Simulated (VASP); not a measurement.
# Si2Mo (C2/m) in VASP: a series of runs

Runs on Si2Mo. Level: PBE. Tasks: single point.

All numbers are computed with VASP 6.6.1; they aren't measurements. Logs are shortened: lines on timing, memory, paths and dates and some standing lists are left out, and cuts for length are marked.

### 1 The cell of the first run

The structure is monoclinic, space group C2/m (No. 12). The conventional cell has a = 4.594 Å, b = 4.458 Å, c = 4.469 Å, α = 90.00°, β = 118.49°, γ = 90.00°. Within 3.4 Å of Si (site symmetry m) lie 9 Si at 2.58 to 3.20 Å and 5 Mo at 2.59 to 2.69 Å. Mo (site symmetry 2/m) has 10 Si at 2.59 to 2.69 Å and 4 Mo at 3.20 Å within 3.4 Å.

### 2 Single point, PBE (equal xy, yz and zx shear strains of +3 %)

Input file INCAR:

```
SYSTEM = Si2Mo
PREC = Accurate
ENCUT = 520
EDIFF = 1E-6
ISMEAR = -1
SIGMA = 0.03
LREAL = .FALSE.
LASPH = .TRUE.
NELM = 100
ALGO = Normal
ISIF = 2
LWAVE = .FALSE.
LCHARG = .FALSE.
GGA = PE
NBANDS = 18
```

Input file KPOINTS:

```
regular mesh
0
G
  12 12 16
  0 0 0
```

Input file POSCAR:

```
Si2Mo
1.0
   -1.5170425000      1.6349575000      3.9305000000
    1.6349575000     -1.5170425000      3.9305000000
    1.5650425000      1.5650425000     -3.8825000000
Si Mo
2 1
Direct
    0.3330000000      0.3330000000      0.0000000000
    0.6670000000      0.6670000000      0.0000000000
    0.0000000000      0.0000000000      0.0000000000
```

Potentials or basis: VASP PAW PBE potentials, release 64 (Si, Mo_sv).

Command:

```
$ cat potpaw_PBE.64/Si/POTCAR potpaw_PBE.64/Mo_sv/POTCAR > POTCAR
$ mpirun -np 1 vasp_std > vasp.out
```

OUTCAR:

```text
SYSTEM = Si2Mo
   PREC = Accurate
   ENCUT = 520
   EDIFF = 1E-6
   ISMEAR = -1
   LREAL = .FALSE.
   LASPH = .TRUE.
   NELM = 100
   ISIF = 2
   GGA = PE

 ion  position               nearest neighbor table
   1  0.333  0.333  0.000-   2 2.58   2 2.58   3 2.59   3 2.59   2 2.59   3 2.60   3 2.62   2 2.63
                             2 2.69   3 2.69
   2  0.667  0.667  0.000-   1 2.58   1 2.58   3 2.59   3 2.59   1 2.59   3 2.60   3 2.62   1 2.63
                             1 2.69   3 2.69
   3  0.000  0.000  0.000-   2 2.59   2 2.59   1 2.59   1 2.59   1 2.60   2 2.60   2 2.62   1 2.62
                             2 2.69   1 2.69

  Warning from LATTYP: Got some problem with cell dimensions!
  Tried to take original basis but could not verify dimensions!
  LATTYP: Found a base centered monoclinic cell.
 ALAT       =     4.5943687270
 B/A-ratio  =     0.9702314754
 C/A-ratio  =     0.9727261926
 COS(beta)  =    -0.4769894271

  Lattice vectors:

 A1 = (  -0.0480000000,  -3.2000000000,  -0.0480000000)
 A2 = (  -3.2000000000,  -0.0480000000,  -0.0480000000)
 A3 = (   1.5650425000,   1.5650425000,  -3.8825000000)

Analysis of symmetry for initial positions (statically):
=====================================================================
 Subroutine PRICEL returns:
 Original cell was already a primitive cell.

 Routine SETGRP: Setting up the symmetry group for a
 base centered monoclinic supercell.

 Subroutine GETGRP returns: Found  4 space group operations
 (whereof  4 operations were pure point group operations)
 out of a pool of  4 trial point group operations.

The static configuration has the point symmetry C_2h.

Analysis of symmetry for dynamics (positions and initial velocities):
=====================================================================
 Subroutine PRICEL returns:
 Original cell was already a primitive cell.

 Routine SETGRP: Setting up the symmetry group for a
 base centered monoclinic supercell.

 Subroutine GETGRP returns: Found  4 space group operations
 (whereof  4 operations were pure point group operations)
 out of a pool of  4 trial point group operations.

The dynamic configuration has the point symmetry C_2h.

 Subroutine INISYM returns: Found  4 space group operations
 (whereof  4 operations are pure point group operations),
 and found     1 'primitive' translations

----------------------------------------------------------------------------------------

                                     Primitive cell

  volume of cell :      40.2214

  direct lattice vectors                    reciprocal lattice vectors
    -1.517042500  1.634957500  3.930500000    -0.006501064  0.310757820  0.122646427
     1.634957500 -1.517042500  3.930500000     0.310757820 -0.006501064  0.122646427
     1.565042500  1.565042500 -3.882500000     0.308018333  0.308018333 -0.009240550

  length of vectors
     4.519218320  4.519218320  4.469062799     0.334147920  0.334147920  0.435701704

  position of ions in fractional coordinates (direct lattice)
     0.333000000  0.333000000  1.000000000
     0.667000000  0.667000000  1.000000000
     0.000000000  0.000000000  0.000000000

  ion indices of the primitive-cell ions
   primitive index   ion index
                 1           1
                 2           2
                 3           3

----------------------------------------------------------------------------------------

 KPOINTS: regular mesh

Automatic generation of k-mesh.
 Grid dimensions read from file:
 generate k-points for:   12   12   16

 Generating k-lattice:

  Cartesian coordinates                     Fractional coordinates (reciprocal lattice)
    -0.000541755  0.025896485  0.010220536     0.083333333  0.000000000 -0.000000000
     0.025896485 -0.000541755  0.010220536     0.000000000  0.083333333 -0.000000000
     0.019251146  0.019251146 -0.000577534    -0.000000000 -0.000000000  0.062500000

  Length of vectors
     0.027845660  0.027845660  0.027231357

  Shift w.r.t. Gamma in fractional coordinates (k-lattice)
     0.000000000  0.000000000  0.000000000

 Subroutine IBZKPT returns following result:
 ===========================================

 Found    632 irreducible k-points:

 Following reciprocal coordinates:
            Coordinates               Weight
  0.000000  0.000000  0.000000      1.000000
  0.083333 -0.000000  0.000000      4.000000
  0.166667  0.000000  0.000000      4.000000
  0.250000  0.000000  0.000000      4.000000
  0.333333  0.000000  0.000000      4.000000
  0.416667  0.000000  0.000000      4.000000
[... 16 lines left out ...]
  0.500000  0.166667 -0.000000      4.000000
 -0.416667  0.166667 -0.000000      4.000000
 [... further k-points ...]
   k-points           NKPTS =    632   k-points in BZ     NKDIM =    632   number of bands    NBANDS=     18
   number of dos      NEDOS =    301   number of ions     NIONS =      3
   total plane-waves  NPLWV =  46656
   dimension x,y,z NGX =    36 NGY =   36 NGZ =   36
   dimension x,y,z NGXF=    72 NGYF=   72 NGZF=   72
   ions per type =               2   1
   NGX,Y,Z   is equivalent  to a cutoff of  13.24, 13.24, 13.39 a.u.
   NGXF,Y,Z  is equivalent  to a cutoff of  26.49, 26.49, 26.78 a.u.
 SYSTEM =  Si2Mo
   PREC   = accura    normal or accurate (medium, high low for compatibility)
   ISTART =      0    job   : 0-new  1-cont  2-samecut
   ICHARG =      2    charge: 1-file 2-atom 10-const
   ISPIN  =      1    spin polarized calculation?
   LNONCOLLINEAR =      F non collinear calculations
   LSORBIT =      F    spin-orbit coupling
   LASPH  =      T    aspherical Exc in radial PAW
   ENCUT  =  520.0 eV  38.22 Ry    6.18 a.u.   8.40  8.40  8.31*2*pi/ulx,y,z
   NELM   =    100;   NELMIN=  2; NELMDL= -5     # of ELM steps
   EDIFF  = 0.1E-05   stopping-criterion for ELM
   LREAL  =      F    real-space projection
   EDIFFG = 0.1E-04   stopping-criterion for IOM
   NSW    =      0    number of steps for IOM
   IBRION =     -1    ionic relax: 0-MD 1-quasi-New 2-CG
   NFREE  =      0    steps in history (QN), initial steepest desc. (CG)
   ISIF   =      2    stress and relaxation
   ISYM   =      2    0-nonsym 1-usesym 2-fastsym
   POTIM  = 0.5000    time-step for ionic-motion
   TEBEG  =    0.0;   TEEND  =   0.0 temperature during run
   PSTRESS=    0.0 pullay stress
   NELECT =      22.0000    total number of electrons
   NUPDOWN=      -1.0000    fix difference up-down
   EMIN   =  10.00;   EMAX   =-10.00  energy-range for DOS
   EFERMI =   0.00;   METHOD = LEGACY
   ISMEAR =    -1;   SIGMA  =   0.03  broadening in eV -4-tet -1-fermi 0-gaus
   EFERMI_NEDOS =   21; number of points for ismear=-14 and -15
   IALGO  =     38    algorithm
   IMIX   =      4    mixing-type and parameters
     AMIX     =   0.40;   BMIX     =  1.00
     AMIX_MAG =   1.60;   BMIX_MAG =  1.00
  volume/ion in A,a.u.               =      13.41        90.48
  Fermi-wavevector in a.u.,A,eV,Ry     =   1.338844  2.530048 24.388480  1.792503
  Thomas-Fermi vector in A             =   2.467282
   LORBIT       =      0    0 simple, 1 ext, 2 COOP (PROOUT), +10 PAW based schemes
   GGA     = PE    functional components
   LHFCALC =     F    Hartree Fock is set to
   AEXX    =    0.0000 exact exchange contribution
   IVDW    =     0    specifies the selected vdW correction
   LEPSILON=     F    determine dielectric tensor
   LRPA    =     F    only Hartree local field effects (RPA)
 non-spin polarized calculation
  energy-cutoff  :      520.00
  volume of cell :       40.22
 maximum number of plane-waves:      1101
 NGX is ok and might be reduce to    36
   NGX = 17   NGY = 17   NGZ = 17

 number of electron      21.9999999 magnetization

 Free energy of the ion-electron system (eV)
  ---------------------------------------------------
  ext. energy  EPLUGINS =         0.00000000
  ---------------------------------------------------
  free energy    TOTEN  =       -23.18831401 eV

  energy without entropy =      -23.18750971  energy(sigma->0) =      -23.18791186

 E-fermi :  12.2787     XC(G=0): -12.4299

 val. band max:       12.2505873789   @ k =  -0.3333   0.4167   0.4375
 cond. band min:      12.2857817502   @ k =  -0.4167   0.4167   0.3750
 fundamental gap:      0.0351943713
 Fermi energy:        12.2786902514

 k-point     1 :       0.0000    0.0000    0.0000
  band No.  band energies     occupation
      1     -48.4535      2.00000
      2     -22.6187      2.00000
      3     -22.5238      2.00000
      4     -22.5174      2.00000
      5      -1.1869      2.00000
      6       5.9398      2.00000
[... 10 lines left out ...]
     17      17.2807      0.00000
     18      17.3132      0.00000

 k-point     2 :       0.0833   -0.0000    0.0000
  band No.  band energies     occupation
      1     -48.4523      2.00000
      2     -22.6174      2.00000
      3     -22.5384      2.00000
      4     -22.5185      2.00000
      5      -1.0635      2.00000
      6       5.9577      2.00000
[... 10 lines left out ...]
     17      17.3833      0.00000
     18      18.0249      0.00000

 k-point     3 :       0.1667    0.0000    0.0000
  band No.  band energies     occupation
      1     -48.4489      2.00000
      2     -22.6152      2.00000
      3     -22.5837      2.00000
      4     -22.5145      2.00000
      5      -0.6993      2.00000
      6       5.9396      2.00000
[... 10 lines left out ...]
     17      18.0167      0.00000
     18      19.4980      0.00000

 k-point     4 :       0.2500    0.0000    0.0000
  band No.  band energies     occupation
      1     -48.4443      2.00000
      2     -22.6519      2.00000
      3     -22.6058      2.00000
      4     -22.5086      2.00000
      5      -0.1121      2.00000
      6       5.5939      2.00000
[... 375 lines left out ...]
      4     -22.5578      2.00000
      5       2.1030      2.00000
      6       3.8129      2.00000
[... 10 lines left out ...]
     17      19.6990      0.00000
     18      21.3171      0.00000

 k-point    23 :       0.5000    0.1667   -0.0000
  band No.  band energies     occupation
      1     -48.4307      2.00000
      2     -22.7668      2.00000
      3     -22.5911      2.00000
      4     -22.5563      2.00000
      5       2.7349      2.00000
      6       3.1812      2.00000
[... 10 lines left out ...]
     17      19.8655      0.00000
     18      20.6353      0.00000

 k-point    24 :      -0.4167    0.1667   -0.0000
  band No.  band energies     occupation
      1     -48.4319      2.00000
      2     -22.7505      2.00000
      3     -22.5915      2.00000
      4     -22.5585      2.00000
      5       1.8006      2.00000
      6       4.1899      2.00000
[... 10 lines left out ...]
     17      19.3687      0.00000
     18      20.4052      0.00000

 [... further k-points ...]

------------------------ aborting loop because EDIFF is reached ----------------------------------------

  FORCE on cell =-STRESS in cart. coord.  units (eV):
  Direction    XX          YY          ZZ          XY          YZ          ZX
  --------------------------------------------------------------------------------------
  -------------------------------------------------------------------------------------
  Total        0.8802836      0.8802836      0.5232484     -1.3754405     -1.4287896     -1.4287896
  in kB       35.0651538     35.0651538     20.8430395    -54.7892005    -56.9143012    -56.9143046
  external PRESSURE =      30.3244490 kB  Pullay stress =       0.0000000 kB

 VOLUME and BASIS-vectors are now :
 -----------------------------------------------------------------------------
  energy-cutoff  :      520.00
  volume of cell :       40.22
      direct lattice vectors                 reciprocal lattice vectors
    -1.517042500  1.634957500  3.930500000    -0.006501064  0.310757820  0.122646427
     1.634957500 -1.517042500  3.930500000     0.310757820 -0.006501064  0.122646427
     1.565042500  1.565042500 -3.882500000     0.308018333  0.308018333 -0.009240550

 POSITION                                       TOTAL-FORCE (eV/Angst)
 -----------------------------------------------------------------------------------
      0.03927      0.03927      2.61771         0.016623      0.016623      0.259407
      0.07865      0.07865      5.24329        -0.016623     -0.016623     -0.259407
      0.00000      0.00000      0.00000         0.000000      0.000000     -0.000000
 -----------------------------------------------------------------------------------
    total drift:                                0.000000      0.000000     -0.000000

  FREE ENERGIE OF THE ION-ELECTRON SYSTEM (eV)
  ---------------------------------------------------
  free  energy   TOTEN  =       -23.1883140105 eV

  energy  without entropy=      -23.1875097080  energy(sigma->0) =      -23.18791186
```

Wall time 4.9 min (1 thread of AMD EPYC 9R45 (Zen 5), shared host); peak memory 0.51 GiB.

Results:

```
Free energy            : -23.1883 eV
Pressure               : 3.0 GPa
Largest force          : 0.260 eV/Å
Band gap on the k mesh : zero (bands 11 and 12 overlap by 0.91 eV)
```

Forces in eV/Å, atoms in the order of the input:
```
Si   0.017  0.017  0.259
Si  -0.017 -0.017 -0.259
Mo   0.000  0.000  0.000
```

Caveat: the cell differs from its parent crystal (equal xy, yz and zx shear strains of +3 %); the cell stands under pressure.

[end of part 1 of 2]

The gap in the log of VASP goes by the Fermi energy; the results here count the filled bands.